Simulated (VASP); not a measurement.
# Zr (P6_3/mmc) in VASP: further runs

The runs below take Zr through single point, relaxation of cell and atoms, with r2SCAN.

Everything below comes from runs of VASP 6.6.1. Logs are shortened: lines on timing, memory, paths and dates and some standing lists are left out, and cuts for length are marked.

## (1) The cell of the first run

It takes space group P6_3/mmc (No. 194, hexagonal). Conventional cell: a = 3.245 Å, b = 3.245 Å, c = 5.155 Å, α = 90.00°, β = 90.00°, γ = 120.00°. Zr (site symmetry -6m2) has 12 Zr at 3.19 to 3.24 Å within 4.2 Å.

## (2) Single point, r2SCAN

POSCAR reads:

```
Zr
1.0
    3.2448588144      0.0000000029      0.0000000000
   -1.6224294097      2.8101301635      0.0000000000
    0.0000000000      0.0000000000      5.1551387558
Zr
2
Direct
    0.3333333333      0.6666666667      0.2500000000
    0.6666666667      0.3333333333      0.7500000000
```

INCAR.step1 reads:

```
SYSTEM = Zr
ALGO = Normal
EDIFF = 1E-4
ENCUT = 520
GGA = PE
ISMEAR = 0
LASPH = .TRUE.
LCHARG = .FALSE.
LREAL = .FALSE.
LWAVE = .TRUE.
NBANDS = 19
NELM = 60
PREC = Accurate
SIGMA = 0.1
```

INCAR.step2 reads:

```
SYSTEM = Zr
ALGO = Normal
EDIFF = 1E-7
ENCUT = 520
ISIF = 2
ISMEAR = 0
ISTART = 1
LASPH = .TRUE.
LCHARG = .FALSE.
LMIXTAU = .TRUE.
LREAL = .FALSE.
LWAVE = .FALSE.
METAGGA = R2SCAN
NBANDS = 19
NELM = 60
PREC = Accurate
SIGMA = 0.1
```

KPOINTS reads:

```
k-points
0
G
  12 12 8
  0 0 0
```

Potentials or basis: VASP PAW PBE potentials, release 64 (Zr_sv).

Run with:

```console
$ cat potpaw_PBE.64/Zr_sv/POTCAR > POTCAR
$ cp INCAR.step1 INCAR
$ mpirun -np 1 vasp_std > vasp.out
$ cp INCAR.step2 INCAR
$ mpirun -np 1 vasp_std > vasp.out
```

OUTCAR:

```text
SYSTEM = Zr
   EDIFF = 1E-7
   ENCUT = 520
   ISIF = 2
   ISMEAR = 0
   ISTART = 1
   LASPH = .TRUE.
   LREAL = .FALSE.
   METAGGA = R2SCAN
   NELM = 60
   PREC = Accurate

 ion  position               nearest neighbor table
   1  0.333  0.667  0.250-   2 3.19   2 3.19   2 3.19   2 3.19   2 3.19   2 3.19
   2  0.667  0.333  0.750-   1 3.19   1 3.19   1 3.19   1 3.19   1 3.19   1 3.19

  LATTYP: Found a hexagonal cell.
 ALAT       =     3.2448588144
 C/A-ratio  =     1.5887097253

  Lattice vectors:

 A1 = (   3.2448588144,   0.0000000029,   0.0000000000)
 A2 = (  -1.6224294097,   2.8101301635,   0.0000000000)
 A3 = (   0.0000000000,   0.0000000000,   5.1551387558)

Analysis of symmetry for initial positions (statically):
=====================================================================
 Subroutine PRICEL returns:
 Original cell was already a primitive cell.

 Routine SETGRP: Setting up the symmetry group for a
 hexagonal supercell.

 Subroutine GETGRP returns: Found 24 space group operations
 (whereof 12 operations were pure point group operations)
 out of a pool of 24 trial point group operations.

The static configuration has the point symmetry D_3d.
 The point group associated with its full space group is D_6h.

Analysis of symmetry for dynamics (positions and initial velocities):
=====================================================================
 Subroutine PRICEL returns:
 Original cell was already a primitive cell.

 Routine SETGRP: Setting up the symmetry group for a
 hexagonal supercell.

 Subroutine GETGRP returns: Found 24 space group operations
 (whereof 12 operations were pure point group operations)
 out of a pool of 24 trial point group operations.

The dynamic configuration has the point symmetry D_3d.
 The point group associated with its full space group is D_6h.

 Subroutine INISYM returns: Found 24 space group operations
 (whereof 12 operations are pure point group operations),
 and found     1 'primitive' translations

----------------------------------------------------------------------------------------

                                     Primitive cell

  volume of cell :      47.0070

  direct lattice vectors                    reciprocal lattice vectors
     3.244858814  0.000000003  0.000000000     0.308179818  0.177927701  0.000000000
    -1.622429410  2.810130163  0.000000000    -0.000000000  0.355855402  0.000000000
     0.000000000  0.000000000  5.155138756     0.000000000  0.000000000  0.193981200

  length of vectors
     3.244858814  3.244858814  5.155138756     0.355855402  0.355855402  0.193981200

  position of ions in fractional coordinates (direct lattice)
     0.333333333  0.666666667  0.250000000
     0.666666667  0.333333333  0.750000000

  ion indices of the primitive-cell ions
   primitive index   ion index
                 1           1
                 2           2

----------------------------------------------------------------------------------------

 KPOINTS: k-points

Automatic generation of k-mesh.
 Grid dimensions read from file:
 generate k-points for:   12   12    8

 Generating k-lattice:

  Cartesian coordinates                     Fractional coordinates (reciprocal lattice)
     0.025681652  0.014827308  0.000000000     0.083333333  0.000000000  0.000000000
    -0.000000000  0.029654617  0.000000000     0.000000000  0.083333333  0.000000000
     0.000000000  0.000000000  0.024247650     0.000000000  0.000000000  0.125000000

  Length of vectors
     0.029654617  0.029654617  0.024247650

  Shift w.r.t. Gamma in fractional coordinates (k-lattice)
     0.000000000  0.000000000  0.000000000

 Subroutine IBZKPT returns following result:
 ===========================================

 Found     95 irreducible k-points:

 Following reciprocal coordinates:
            Coordinates               Weight
  0.000000  0.000000  0.000000      1.000000
  0.083333  0.000000  0.000000      6.000000
  0.166667  0.000000  0.000000      6.000000
  0.250000  0.000000  0.000000      6.000000
  0.333333  0.000000  0.000000      6.000000
  0.416667  0.000000  0.000000      6.000000
[... 16 lines left out ...]
  0.250000  0.000000  0.125000     12.000000
  0.333333  0.000000  0.125000     12.000000
 [... further k-points ...]
   k-points           NKPTS =     95   k-points in BZ     NKDIM =     95   number of bands    NBANDS=     19
   number of dos      NEDOS =    301   number of ions     NIONS =      2
   total plane-waves  NPLWV =  23040
   dimension x,y,z NGX =    24 NGY =   24 NGZ =   40
   dimension x,y,z NGXF=    48 NGYF=   48 NGZF=   80
   ions per type =               2
   NGX,Y,Z   is equivalent  to a cutoff of  12.30, 12.30, 12.90 a.u.
   NGXF,Y,Z  is equivalent  to a cutoff of  24.59, 24.59, 25.80 a.u.
 SYSTEM =  Zr
   PREC   = accura    normal or accurate (medium, high low for compatibility)
   ISTART =      1    job   : 0-new  1-cont  2-samecut
   ICHARG =      0    charge: 1-file 2-atom 10-const
   ISPIN  =      1    spin polarized calculation?
   LNONCOLLINEAR =      F non collinear calculations
   LSORBIT =      F    spin-orbit coupling
   LASPH  =      T    aspherical Exc in radial PAW
   ENCUT  =  520.0 eV  38.22 Ry    6.18 a.u.   6.03  6.03  9.59*2*pi/ulx,y,z
   NELM   =     60;   NELMIN=  2; NELMDL=  0     # of ELM steps
   EDIFF  = 0.1E-06   stopping-criterion for ELM
   LREAL  =      F    real-space projection
   EDIFFG = 0.1E-05   stopping-criterion for IOM
   NSW    =      0    number of steps for IOM
   IBRION =     -1    ionic relax: 0-MD 1-quasi-New 2-CG
   NFREE  =      0    steps in history (QN), initial steepest desc. (CG)
   ISIF   =      2    stress and relaxation
   ISYM   =      2    0-nonsym 1-usesym 2-fastsym
   POTIM  = 0.5000    time-step for ionic-motion
   TEBEG  =    0.0;   TEEND  =   0.0 temperature during run
   PSTRESS=    0.0 pullay stress
   NELECT =      24.0000    total number of electrons
   NUPDOWN=      -1.0000    fix difference up-down
   EMIN   =  10.00;   EMAX   =-10.00  energy-range for DOS
   EFERMI =   0.00;   METHOD = LEGACY
   ISMEAR =     0;   SIGMA  =   0.10  broadening in eV -4-tet -1-fermi 0-gaus
   EFERMI_NEDOS =   21; number of points for ismear=-14 and -15
   IALGO  =     38    algorithm
   IMIX   =      4    mixing-type and parameters
     AMIX     =   0.40;   BMIX     =  1.00
     AMIX_MAG =   1.60;   BMIX_MAG =  1.00
  volume/ion in A,a.u.               =      23.50       158.61
  Fermi-wavevector in a.u.,A,eV,Ry     =   1.308452  2.472615 23.293800  1.712046
  Thomas-Fermi vector in A             =   2.439118
   LORBIT       =      0    0 simple, 1 ext, 2 COOP (PROOUT), +10 PAW based schemes
   METAGGA = R2SCAN    functional components
   LHFCALC =     F    Hartree Fock is set to
   AEXX    =    0.0000 exact exchange contribution
   IVDW    =     0    specifies the selected vdW correction
   LEPSILON=     F    determine dielectric tensor
   LRPA    =     F    only Hartree local field effects (RPA)
 non-spin polarized calculation
 Gauss-broadening in eV      SIGMA  =   0.10
  energy-cutoff  :      520.00
  volume of cell :       47.01
 maximum number of plane-waves:      1296
   NGX = 13   NGY = 13   NGZ = 19

 number of electron      24.0000000 magnetization

 Free energy of the ion-electron system (eV)
  ---------------------------------------------------
  ext. energy  EPLUGINS =         0.00000000
  ---------------------------------------------------
  free energy    TOTEN  =       -45.50443057 eV

  energy without entropy =      -45.49665087  energy(sigma->0) =      -45.50054072

 E-fermi :   8.9470     XC(G=0): -11.9028

 val. band max:        8.9175266563   @ k =   0.0000   0.0000   0.3750
 cond. band min:       8.9532271626   @ k =   0.1667   0.0000   0.2500
 fundamental gap:      0.0357005063
 Fermi energy:         8.9469866883

 k-point     1 :       0.0000    0.0000    0.0000
  band No.  band energies     occupation
      1     -41.6422      2.00000
      2     -41.4803      2.00000
      3     -19.4865      2.00000
      4     -18.5936      2.00000
      5     -18.5936      2.00000
      6     -18.4539      2.00000
[... 11 lines left out ...]
     18      11.2904      0.00000
     19      13.6049      0.00000

 k-point     2 :       0.0833    0.0000    0.0000
  band No.  band energies     occupation
      1     -41.6340      2.00000
      2     -41.4770      2.00000
      3     -19.4646      2.00000
      4     -18.6411      2.00000
      5     -18.6093      2.00000
      6     -18.5002      2.00000
[... 11 lines left out ...]
     18      11.1124      0.00000
     19      13.7361      0.00000

 k-point     3 :       0.1667    0.0000    0.0000
  band No.  band energies     occupation
      1     -41.6112      2.00000
      2     -41.4684      2.00000
      3     -19.4021      2.00000
      4     -18.7712      2.00000
      5     -18.6505      2.00000
      6     -18.6312      2.00000
[... 11 lines left out ...]
     18      11.3214      0.00000
     19      14.0031      0.00000

 k-point     4 :       0.2500    0.0000    0.0000
  band No.  band energies     occupation
      1     -41.5786      2.00000
      2     -41.4579      2.00000
      3     -19.3075      2.00000
      4     -18.9488      2.00000
      5     -18.8021      2.00000
      6     -18.7041      2.00000
[... 11 lines left out ...]
     18      12.0969      0.00000
     19      14.2445      0.00000

 k-point     5 :       0.3333    0.0000    0.0000
  band No.  band energies     occupation
      1     -41.5433      2.00000
      2     -41.4499      2.00000
      3     -19.1957      2.00000
      4     -19.1257      2.00000
      5     -18.9651      2.00000
      6     -18.7554      2.00000
[... 11 lines left out ...]
     18      13.0352      0.00000
     19      14.4036      0.00000
[... 334 lines left out ...]
      2     -41.4831      2.00000
      3     -19.4299      2.00000
      4     -18.6347      2.00000
      5     -18.6035      2.00000
      6     -18.5369      2.00000
[... 11 lines left out ...]
     18      11.3665      0.00000
     19      13.7618      0.00000

 k-point    22 :       0.1667    0.0000    0.1250
  band No.  band energies     occupation
      1     -41.6059      2.00000
      2     -41.4739      2.00000
      3     -19.3745      2.00000
      4     -18.7616      2.00000
      5     -18.6622      2.00000
      6     -18.6439      2.00000
[... 11 lines left out ...]
     18      11.3582      0.00000
     19      13.9845      0.00000

 k-point    23 :       0.2500    0.0000    0.1250
  band No.  band energies     occupation
      1     -41.5741      2.00000
      2     -41.4625      2.00000
      3     -19.2968      2.00000
      4     -18.9299      2.00000
      5     -18.8287      2.00000
      6     -18.6965      2.00000
[... 11 lines left out ...]
     18      12.0324      0.00000
     19      14.1782      0.00000

 k-point    24 :       0.3333    0.0000    0.1250
  band No.  band energies     occupation
      1     -41.5397      2.00000
      2     -41.4535      2.00000
      3     -19.2435      2.00000
      4     -19.0640      2.00000
      5     -18.9821      2.00000
      6     -18.7470      2.00000
[... 11 lines left out ...]
     18      12.9165      0.00000
     19      14.3064      0.00000

 [... further k-points ...]

------------------------ aborting loop because EDIFF is reached ----------------------------------------

  FORCE on cell =-STRESS in cart. coord.  units (eV):
  Direction    XX          YY          ZZ          XY          YZ          ZX
  --------------------------------------------------------------------------------------
  -------------------------------------------------------------------------------------
  Total        0.0079225      0.0079225      0.0074070      0.0000000     -0.0000000      0.0000000
  in kB        0.2700294      0.2700294      0.2524591      0.0000000     -0.0000000      0.0000000
  external PRESSURE =       0.2641727 kB  Pullay stress =       0.0000000 kB

 VOLUME and BASIS-vectors are now :
 -----------------------------------------------------------------------------
  energy-cutoff  :      520.00
  volume of cell :       47.01
      direct lattice vectors                 reciprocal lattice vectors
     3.244858814  0.000000003  0.000000000     0.308179818  0.177927701  0.000000000
    -1.622429410  2.810130163  0.000000000    -0.000000000  0.355855402  0.000000000
     0.000000000  0.000000000  5.155138756     0.000000000  0.000000000  0.193981200

 POSITION                                       TOTAL-FORCE (eV/Angst)
 -----------------------------------------------------------------------------------
     -0.00000      1.87342      1.28878         0.000000      0.000000      0.000000
      1.62243      0.93671      3.86635        -0.000000     -0.000000      0.000000
 -----------------------------------------------------------------------------------
    total drift:                               -0.000000      0.000000     -0.000000

  FREE ENERGIE OF THE ION-ELECTRON SYSTEM (eV)
  ---------------------------------------------------
  free  energy   TOTEN  =       -45.5044305728 eV

  energy  without entropy=      -45.4966508690  energy(sigma->0) =      -45.50054072
```

It took 2.9 min on 1 thread of Intel Xeon Platinum 8488C (Sapphire Rapids), shared host; peak memory 0.21 GiB.

Results:

```
Free energy            : -45.5044 eV
Pressure               : 0.0 GPa
Band gap on the k mesh : zero (bands 12 and 13 overlap by 1.18 eV)
```

Levels at points of the mesh, in eV from the Fermi level:
```
           k point  band 8  band 9  band 10  band 11  band 12  band 13  band 14  band 15  band 16  band 17
(0.00, 0.00, 0.00)  -27.40   -6.01    -3.19     0.96     0.96     1.00     1.15     1.70     1.70     2.34
(0.50, 0.00, 0.00)  -27.50   -2.68    -2.65    -2.24    -0.41     0.66     0.84     1.57     5.10     5.50
(0.00, 0.00, 0.50)  -27.47   -4.21    -4.21     0.02     0.02     0.87     0.87     0.87     0.87     4.19
(0.50, 0.00, 0.50)  -27.63   -2.99    -2.99    -1.08    -1.08     1.54     1.54     2.38     2.38     5.33
```

Caveat: the PAW data sets were made with another functional, which shifts forces and pressure a little.

## (3) Relaxation of cell and atoms, r2SCAN

POSCAR reads:

```
Zr
1.0
    3.2392314100      0.0000000000      0.0000000000
   -1.6196157100      2.8052566900      0.0000000000
    0.0000000000      0.0000000000      5.1722200000
Zr
2
Direct
    0.3333333300      0.6666666700      0.2500000000
    0.6666666700      0.3333333300      0.7500000000
```

INCAR.step1 reads:

```
PREC = Accurate
ENCUT = 600
ISMEAR = 0
SIGMA = 0.1
LREAL = F
LASPH = T
NELM = 60
GGA = PE
ALGO = Normal
EDIFF = 1E-4
LWAVE = T
LCHARG = F
```

INCAR.step2 reads:

```
PREC = Accurate
ENCUT = 600
EDIFF = 1E-7
ISMEAR = 0
SIGMA = 0.1
LREAL = F
LASPH = T
NELM = 60
ALGO = Normal
ISIF = 3
LWAVE = F
LCHARG = F
METAGGA = R2SCAN
LMIXTAU = T
IBRION = 2
NSW = 100
EDIFFG = -0.005
ISTART = 1
```

KPOINTS reads:

```
regular mesh
0
Gamma
  12 12 8
```

Potentials or basis: VASP PAW PBE potentials, release 64 (Zr_sv).

Run with:

```console
$ cat potpaw_PBE.64/Zr_sv/POTCAR > POTCAR
$ cp INCAR.step1 INCAR
$ mpirun -np 1 vasp_std > vasp.out
$ cp INCAR.step2 INCAR
$ mpirun -np 1 vasp_std > vasp.out
```

Wall time 22 min (1 thread of Intel Xeon Platinum 8488C (Sapphire Rapids), shared host); peak memory 0.24 GiB.

Results (log left out):

```yaml
Free_energy: -45.5011 eV
Relaxed_volume: 23.51 Å³/atom
Relaxed_cell: a = 3.245 Å, b = 3.245 Å, c = 5.155 Å, α = 90.00°, β = 90.00°, γ = 120.00°
Space_group_after_relaxing_to_0.1_Å: P6_3/mmc (No. 194)
Energy_gained_by_relaxing: 0.1 meV/atom
Ionic_steps: 6
Pressure_after_relaxing: 0.0 GPa
Band_gap_on_the_k_mesh: zero (bands 12 and 13 overlap by 1.18 eV)
```

Step by step:
```
step  energy change (eV)  largest force (eV/Å)  pressure (GPa)  volume (Å³)
   1              0.0000                0.0000            0.03        47.00
   2             -0.0002                0.0000           -0.03        47.03
   3             -0.0003                0.0000           -0.05        47.04
   4             -0.0003                0.0000           -0.05        47.04
   5             -0.0003                0.0000            0.05        46.99
   6             -0.0003                0.0000            0.00        47.02
```

Final structure:
```cif
data_structure
_symmetry_space_group_name_H-M 'P 1'
_symmetry_Int_Tables_number 1
_cell_length_a 3.2452
_cell_length_b 3.2452
_cell_length_c 5.1554
_cell_angle_alpha 90.000
_cell_angle_beta 90.000
_cell_angle_gamma 120.000
_cell_volume 47.02
loop_
_atom_site_label
_atom_site_type_symbol
_atom_site_fract_x
_atom_site_fract_y
_atom_site_fract_z
_atom_site_occupancy
Zr1 Zr 0.33333 0.66667 0.25000 1
Zr2 Zr 0.66667 0.33333 0.75000 1
```

Levels at points of the mesh, in eV from the Fermi level:
| k point | band 8 | band 9 | band 10 | band 11 | band 12 | band 13 | band 14 | band 15 | band 16 |
| --- | --- | --- | --- | --- | --- | --- | --- | --- | --- |
| (0.00, 0.00, 0.00) | -27.40 | -6.01 | -3.18 | 0.96 | 0.96 | 1.00 | 1.15 | 1.70 | 1.70 |
| (0.50, 0.00, 0.00) | -27.51 | -2.68 | -2.65 | -2.23 | -0.41 | 0.66 | 0.84 | 1.57 | 5.09 |
| (0.00, 0.00, 0.50) | -27.47 | -4.21 | -4.21 | 0.02 | 0.02 | 0.87 | 0.87 | 0.87 | 0.87 |
| (0.50, 0.00, 0.50) | -27.63 | -2.99 | -2.99 | -1.08 | -1.08 | 1.53 | 1.53 | 2.38 | 2.38 |

Caveat: the PAW data sets were made with another functional, which shifts forces and pressure a little.

The gap in the log of VASP goes by the Fermi energy; the results here count the filled bands.